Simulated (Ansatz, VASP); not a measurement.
One calculation of MoRu2, two programs

```
Mo Ru
1.0
     0.00000    2.93826    2.93826
     2.93826    0.00000    2.93826
     2.93826    2.93826    0.00000
Mo Ru
1 2
Direct
  0.00000 0.00000 0.00000
  0.75000 0.75000 0.75000
  0.25000 0.25000 0.25000
```

Change from the starting cell: species swapped into the Ag2S type (Fm-3m, No. 225).

Alike in both runs: task relaxation of cell and atoms; functional PBE; k mesh 14 × 14 × 14; occupations gaussian, width 0.1 eV; no spin polarisation.

|  | VASP | Ansatz |
| --- | --- | --- |
| version | VASP 6.6.1 | Ansatz 0.2.0 |
| potentials or method | VASP PAW PBE potentials, release 64 (Mo_sv, Ru_pv), cutoff 600 eV | scalar-relativistic, plane waves, PAW |
| valence electrons in the cell | 42 | 46 |

Ansatz gave:

```
gap on the k mesh at the Fermi level, each at its own relaxed structure (eV) : none
relaxed volume (Å³/atom)                                                     : 16.96
relaxed cell length with the largest relative difference (Å)                 : 4.159
```

What did VASP give for the same quantities?

gap on the k mesh at the Fermi level, each at its own relaxed structure (eV): none; relaxed volume (Å³/atom): 16.97; relaxed cell length with the largest relative difference (Å): 4.160.

A gap of «none» marks a metal or a gap that the smearing closes. VASP's potentials hold 42 valence electrons a cell and Ansatz's 46, so a difference there can come from the potentials and not from the codes.
